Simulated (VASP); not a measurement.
# Os (P6_3/mmc) in VASP: further runs

The runs below take Os through single point, with PBEsol.

Everything below comes from runs of VASP 6.6.1. Logs are shortened: lines on timing, memory, paths and dates and some standing lists are left out, and cuts for length are marked.

## (1) The cell of the first run

It takes space group P6_3/mmc (No. 194, hexagonal). Conventional cell: a = 2.953 Å, b = 2.953 Å, c = 4.492 Å, α = 90.00°, β = 90.00°, γ = 120.00°. Os (site symmetry -6m2) has 12 Os at 2.82 to 2.95 Å within 3.7 Å.

## (2) Single point, PBEsol (strain +0.080 along x and y, +0.040 along z)

Input file INCAR:

```
ALGO = Fast
EDIFF = 1E-6
ENCUT = 520
GGA = PS
ISIF = 2
ISMEAR = 0
LASPH = T
LCHARG = F
LREAL = F
LWAVE = F
NBANDS = 15
NELM = 60
PREC = Accurate
SIGMA = 0.15
```

Input file KPOINTS:

```
k-points
0
Gamma
  18 18 12
```

Input file POSCAR:

```
Os
1.0
    2.9528279736      0.0000000000      0.0000000000
   -1.4764139868      2.5572240381      0.0000000000
    0.0000000000      0.0000000000      4.4924880000
Os
2
Direct
    0.3333333333      0.6666666667      0.2500000000
    0.6666666667      0.3333333333      0.7500000000
```

Potentials or basis: VASP PAW PBE potentials, release 64 (Os).

Command:

```bash
$ cat potpaw_PBE.64/Os/POTCAR > POTCAR
$ mpirun -np 1 vasp_std > vasp.out
```

OUTCAR:

```text
EDIFF = 1E-6
   ENCUT = 520
   GGA = PS
   ISIF = 2
   ISMEAR = 0
   LASPH = T
   LREAL = F
   NELM = 60
   PREC = Accurate

 ion  position               nearest neighbor table
   1  0.333  0.667  0.250-   2 2.82   2 2.82   2 2.82   2 2.82   2 2.82   2 2.82
   2  0.667  0.333  0.750-   1 2.82   1 2.82   1 2.82   1 2.82   1 2.82   1 2.82

  LATTYP: Found a hexagonal cell.
 ALAT       =     2.9528279736
 C/A-ratio  =     1.5214188026

  Lattice vectors:

 A1 = (   2.9528279736,   0.0000000000,   0.0000000000)
 A2 = (  -1.4764139868,   2.5572240381,   0.0000000000)
 A3 = (   0.0000000000,   0.0000000000,   4.4924880000)

Analysis of symmetry for initial positions (statically):
=====================================================================
 Subroutine PRICEL returns:
 Original cell was already a primitive cell.

 Routine SETGRP: Setting up the symmetry group for a
 hexagonal supercell.

 Subroutine GETGRP returns: Found 24 space group operations
 (whereof 12 operations were pure point group operations)
 out of a pool of 24 trial point group operations.

The static configuration has the point symmetry D_3d.
 The point group associated with its full space group is D_6h.

Analysis of symmetry for dynamics (positions and initial velocities):
=====================================================================
 Subroutine PRICEL returns:
 Original cell was already a primitive cell.

 Routine SETGRP: Setting up the symmetry group for a
 hexagonal supercell.

 Subroutine GETGRP returns: Found 24 space group operations
 (whereof 12 operations were pure point group operations)
 out of a pool of 24 trial point group operations.

The dynamic configuration has the point symmetry D_3d.
 The point group associated with its full space group is D_6h.

 Subroutine INISYM returns: Found 24 space group operations
 (whereof 12 operations are pure point group operations),
 and found     1 'primitive' translations

----------------------------------------------------------------------------------------

                                     Primitive cell

  volume of cell :      33.9230

  direct lattice vectors                    reciprocal lattice vectors
     2.952827974  0.000000000  0.000000000     0.338658401  0.195524519  0.000000000
    -1.476413987  2.557224038  0.000000000     0.000000000  0.391049038  0.000000000
     0.000000000  0.000000000  4.492488000     0.000000000  0.000000000  0.222593805

  length of vectors
     2.952827974  2.952827974  4.492488000     0.391049038  0.391049038  0.222593805

  position of ions in fractional coordinates (direct lattice)
     0.333333333  0.666666667  0.250000000
     0.666666667  0.333333333  0.750000000

  ion indices of the primitive-cell ions
   primitive index   ion index
                 1           1
                 2           2

----------------------------------------------------------------------------------------

 KPOINTS: k-points

Automatic generation of k-mesh.
 Grid dimensions read from file:
 generate k-points for:   18   18   12

 Generating k-lattice:

  Cartesian coordinates                     Fractional coordinates (reciprocal lattice)
     0.018814356  0.010862473  0.000000000     0.055555556  0.000000000  0.000000000
     0.000000000  0.021724947  0.000000000     0.000000000  0.055555556  0.000000000
     0.000000000  0.000000000  0.018549484     0.000000000  0.000000000  0.083333333

  Length of vectors
     0.021724947  0.021724947  0.018549484

  Shift w.r.t. Gamma in fractional coordinates (k-lattice)
     0.000000000  0.000000000  0.000000000

 Subroutine IBZKPT returns following result:
 ===========================================

 Found    259 irreducible k-points:

 Following reciprocal coordinates:
            Coordinates               Weight
  0.000000  0.000000  0.000000      1.000000
  0.055556  0.000000  0.000000      6.000000
  0.111111  0.000000  0.000000      6.000000
  0.166667 -0.000000  0.000000      6.000000
  0.222222  0.000000  0.000000      6.000000
  0.277778  0.000000  0.000000      6.000000
[... 16 lines left out ...]
  0.333333  0.111111  0.000000     12.000000
  0.388889  0.111111  0.000000     12.000000
 [... further k-points ...]
   k-points           NKPTS =    259   k-points in BZ     NKDIM =    259   number of bands    NBANDS=     15
   number of dos      NEDOS =    301   number of ions     NIONS =      2
   total plane-waves  NPLWV =  20736
   dimension x,y,z NGX =    24 NGY =   24 NGZ =   36
   dimension x,y,z NGXF=    48 NGYF=   48 NGZF=   72
   ions per type =               2
   NGX,Y,Z   is equivalent  to a cutoff of  13.51, 13.51, 13.32 a.u.
   NGXF,Y,Z  is equivalent  to a cutoff of  27.02, 27.02, 26.64 a.u.
 SYSTEM =  unknown system
   PREC   = accura    normal or accurate (medium, high low for compatibility)
   ISTART =      0    job   : 0-new  1-cont  2-samecut
   ICHARG =      2    charge: 1-file 2-atom 10-const
   ISPIN  =      1    spin polarized calculation?
   LNONCOLLINEAR =      F non collinear calculations
   LSORBIT =      F    spin-orbit coupling
   LASPH  =      T    aspherical Exc in radial PAW
   ENCUT  =  520.0 eV  38.22 Ry    6.18 a.u.   5.49  5.49  8.35*2*pi/ulx,y,z
   NELM   =     60;   NELMIN=  2; NELMDL= -5     # of ELM steps
   EDIFF  = 0.1E-05   stopping-criterion for ELM
   LREAL  =      F    real-space projection
   EDIFFG = 0.1E-04   stopping-criterion for IOM
   NSW    =      0    number of steps for IOM
   IBRION =     -1    ionic relax: 0-MD 1-quasi-New 2-CG
   NFREE  =      0    steps in history (QN), initial steepest desc. (CG)
   ISIF   =      2    stress and relaxation
   ISYM   =      2    0-nonsym 1-usesym 2-fastsym
   POTIM  = 0.5000    time-step for ionic-motion
   TEBEG  =    0.0;   TEEND  =   0.0 temperature during run
   PSTRESS=    0.0 pullay stress
   NELECT =      16.0000    total number of electrons
   NUPDOWN=      -1.0000    fix difference up-down
   EMIN   =  10.00;   EMAX   =-10.00  energy-range for DOS
   EFERMI =   0.00;   METHOD = LEGACY
   ISMEAR =     0;   SIGMA  =   0.15  broadening in eV -4-tet -1-fermi 0-gaus
   EFERMI_NEDOS =   21; number of points for ismear=-14 and -15
   IALGO  =     68    algorithm
   IMIX   =      4    mixing-type and parameters
     AMIX     =   0.40;   BMIX     =  1.00
     AMIX_MAG =   1.60;   BMIX_MAG =  1.00
  volume/ion in A,a.u.               =      16.96       114.46
  Fermi-wavevector in a.u.,A,eV,Ry     =   1.274335  2.408144 22.094898  1.623929
  Thomas-Fermi vector in A             =   2.407108
   LORBIT       =      0    0 simple, 1 ext, 2 COOP (PROOUT), +10 PAW based schemes
   GGA     = PS    functional components
   LHFCALC =     F    Hartree Fock is set to
   AEXX    =    0.0000 exact exchange contribution
   IVDW    =     0    specifies the selected vdW correction
   LEPSILON=     F    determine dielectric tensor
   LRPA    =     F    only Hartree local field effects (RPA)
 non-spin polarized calculation
 RMM-DIIS sequential band-by-band and
 Gauss-broadening in eV      SIGMA  =   0.15
  energy-cutoff  :      520.00
  volume of cell :       33.92
 maximum number of plane-waves:       941
 NGX is ok and might be reduce to    24
   NGX = 11   NGY = 11   NGZ = 17

 number of electron      16.0000001 magnetization

 Free energy of the ion-electron system (eV)
  ---------------------------------------------------
  ext. energy  EPLUGINS =         0.00000000
  ---------------------------------------------------
  free energy    TOTEN  =       -23.24082431 eV

  energy without entropy =      -23.22211965  energy(sigma->0) =      -23.23147198

 E-fermi :   6.6232     XC(G=0): -13.0713

 val. band max:        6.6145914186   @ k =   0.2778   0.1667   0.2500
 cond. band min:       6.6344122295   @ k =   0.2778   0.0556   0.0833
 fundamental gap:      0.0198208109
 Fermi energy:         6.6231533376

 k-point     1 :       0.0000    0.0000    0.0000
  band No.  band energies     occupation
      1      -2.6749      2.00000
      2       0.5442      2.00000
      3       4.2916      2.00000
      4       4.2916      2.00000
      5       4.8352      2.00000
      6       4.9799      2.00000
      7       4.9799      2.00000
      8       5.1640      2.00000
      9       5.1640      2.00000
     10       7.0952      0.00001
     11       7.8650      0.00000
     12       7.8650      0.00000
     13      14.0111      0.00000
     14      20.4152      0.00000
     15      23.5814      0.00000

 k-point     2 :       0.0556    0.0000    0.0000
  band No.  band energies     occupation
      1      -2.5762      2.00000
      2       0.6270      2.00000
      3       4.1210      2.00000
      4       4.3722      2.00000
      5       4.9258      2.00000
      6       4.9886      2.00000
      7       5.0530      2.00000
      8       5.0745      2.00000
      9       5.1007      2.00000
     10       6.4567      1.88334
     11       7.9106      0.00000
     12       8.6463      0.00000
     13      14.0021      0.00000
     14      20.5825      0.00000
     15      23.6824      0.00000

 k-point     3 :       0.1111    0.0000    0.0000
  band No.  band energies     occupation
      1      -2.2859      2.00000
      2       0.8601      2.00000
      3       3.8016      2.00000
      4       4.6104      2.00000
      5       4.7340      2.00000
      6       4.7894      2.00000
      7       4.9307      2.00000
      8       5.2681      2.00000
      9       5.2731      2.00000
     10       5.8102      2.00000
     11       8.0293      0.00000
     12       9.7960      0.00000
     13      13.9689      0.00000
     14      20.9558      0.00000
     15      23.4553      0.00000
[... 343 lines left out ...]
 k-point    23 :       0.3333    0.1111    0.0000
  band No.  band energies     occupation
      1       0.8285      2.00000
      2       1.5800      2.00000
      3       2.0000      2.00000
      4       3.3741      2.00000
      5       3.7850      2.00000
      6       4.8246      2.00000
      7       5.0699      2.00000
      8       7.2560      0.00000
      9       7.6061      0.00000
     10       8.5608      0.00000
     11       8.5693      0.00000
     12      13.0004      0.00000
     13      14.4478      0.00000
     14      16.2627      0.00000
     15      16.3404      0.00000

 k-point    24 :       0.3889    0.1111    0.0000
  band No.  band energies     occupation
      1       1.1077      2.00000
      2       1.4542      2.00000
      3       1.8013      2.00000
      4       3.6720      2.00000
      5       3.7262      2.00000
      6       4.7306      2.00000
      7       5.3274      2.00000
      8       7.7629      0.00000
      9       7.9371      0.00000
     10       8.6033      0.00000
     11       9.3076      0.00000
     12      11.6706      0.00000
     13      14.7159      0.00000
     14      15.5614      0.00000
     15      17.0979      0.00000

 [... further k-points ...]
[... 5 lines left out ...]
  --------------------------------------------------------------------------------------
  -------------------------------------------------------------------------------------
  Total      -11.6401754    -11.6401754    -10.2959514     -0.0000000     -0.0000000      0.0000000
  in kB     -549.7639470   -549.7639470   -486.2764275     -0.0000000     -0.0000000      0.0000000
  external PRESSURE =    -528.6014405 kB  Pullay stress =       0.0000000 kB

 VOLUME and BASIS-vectors are now :
 -----------------------------------------------------------------------------
  energy-cutoff  :      520.00
  volume of cell :       33.92
      direct lattice vectors                 reciprocal lattice vectors
     2.952827974  0.000000000  0.000000000     0.338658401  0.195524519  0.000000000
    -1.476413987  2.557224038  0.000000000     0.000000000  0.391049038  0.000000000
     0.000000000  0.000000000  4.492488000     0.000000000  0.000000000  0.222593805

 POSITION                                       TOTAL-FORCE (eV/Angst)
 -----------------------------------------------------------------------------------
     -0.00000      1.70482      1.12312        -0.000000      0.000000      0.000000
      1.47641      0.85241      3.36937         0.000000     -0.000000      0.000000
 -----------------------------------------------------------------------------------
    total drift:                               -0.000000      0.000000     -0.000000

  FREE ENERGIE OF THE ION-ELECTRON SYSTEM (eV)
  ---------------------------------------------------
  free  energy   TOTEN  =       -23.2408243148 eV

  energy  without entropy=      -23.2221196509  energy(sigma->0) =      -23.23147198
```

Wall time 2.9 min (1 thread of Oxide Virtual Turin-like, shared host); peak memory 0.21 GiB.

Results:

```
Free energy            : -23.2408 eV
Pressure               : -52.9 GPa
Band gap on the k mesh : zero (bands 8 and 9 overlap by 2.89 eV)
```

Caveat: the cell differs from its parent crystal (strain +0.080 along x and y, +0.040 along z); the stress differs along the axes, from -55 to -49 GPa; the PAW data sets were made with another functional, which shifts forces and pressure a little; spin-orbit coupling is left out, which moves the levels of the heavy elements.

## (3) Single point, PBEsol (strain +0.080 along x and y, +0.080 along z)

Input file INCAR:

```
SYSTEM = Os
PREC     = Accurate       ! precision mode
ENCUT    = 520            ! plane-wave cutoff, eV
EDIFF    = 1E-6           ! SCF threshold, eV
ISMEAR   = 0              ! smearing method
SIGMA    = 0.15           ! smearing width, eV
LREAL    = .FALSE.        ! projectors in reciprocal space
LASPH    = .TRUE.         ! aspherical terms in the spheres
NELM     = 80             ! most SCF steps
ALGO     = Normal         ! electronic algorithm
ISIF     = 2              ! what is computed and relaxed
LWAVE    = .FALSE.        ! write WAVECAR
LCHARG   = .FALSE.        ! write CHGCAR
GGA      = PS             ! functional
NBANDS   = 15             ! bands
```

Input file KPOINTS:

```
Automatic mesh
0
G
  18 18 12
  0 0 0
```

POSCAR, as its differences from that of step 2:

```diff
@@ -4,3 +4,3 @@
    -1.4764139868      2.5572240381      0.0000000000
-    0.0000000000      0.0000000000      4.4924880000
+    0.0000000000      0.0000000000      4.6652760000
 Os
```

Potentials or basis: VASP PAW PBE potentials, release 64 (Os).

Command:

```bash
$ cat potpaw_PBE.64/Os/POTCAR > POTCAR
$ mpirun -np 1 vasp_std > vasp.out
```

Run time: 1.9 min. Hardware: 1 thread of Oxide Virtual Turin-like, shared host; peak memory 0.21 GiB.

Results (log left out):

```
Free energy            : -22.7938 eV
Pressure               : -58.0 GPa
Band gap on the k mesh : zero (bands 8 and 9 overlap by 2.72 eV)
```

Stress tensor (GPa, compression positive):
```
-56.62   0.00   0.00
  0.00 -56.62   0.00
  0.00   0.00 -60.65
```

Levels at points of the mesh, in eV from the Fermi level:
| k point | band 4 | band 5 | band 6 | band 7 | band 8 | band 9 | band 10 | band 11 | band 12 | band 13 |
| --- | --- | --- | --- | --- | --- | --- | --- | --- | --- | --- |
| (0.00, 0.00, 0.00) | -2.15 | -2.00 | -1.58 | -1.58 | -1.13 | -1.13 | 0.16 | 1.17 | 1.17 | 6.57 |
| (0.50, 0.00, 0.00) | -2.52 | -2.25 | -1.88 | -1.38 | 1.34 | 1.71 | 1.80 | 3.12 | 4.15 | 7.63 |
| (0.00, 0.00, 0.50) | -2.60 | -2.30 | -2.30 | -2.30 | -2.30 | 0.57 | 0.57 | 0.57 | 0.57 | 13.31 |
| (0.50, 0.00, 0.50) | -3.80 | -0.85 | -0.85 | -0.06 | -0.06 | 1.57 | 1.57 | 2.43 | 2.43 | 6.70 |

Caveat: the cell differs from its parent crystal (strain +0.080 along x and y, +0.080 along z); the cell stands under tension; the PAW data sets were made with another functional, which shifts forces and pressure a little; spin-orbit coupling is left out, which moves the levels of the heavy elements.

[end of part 1 of 2]
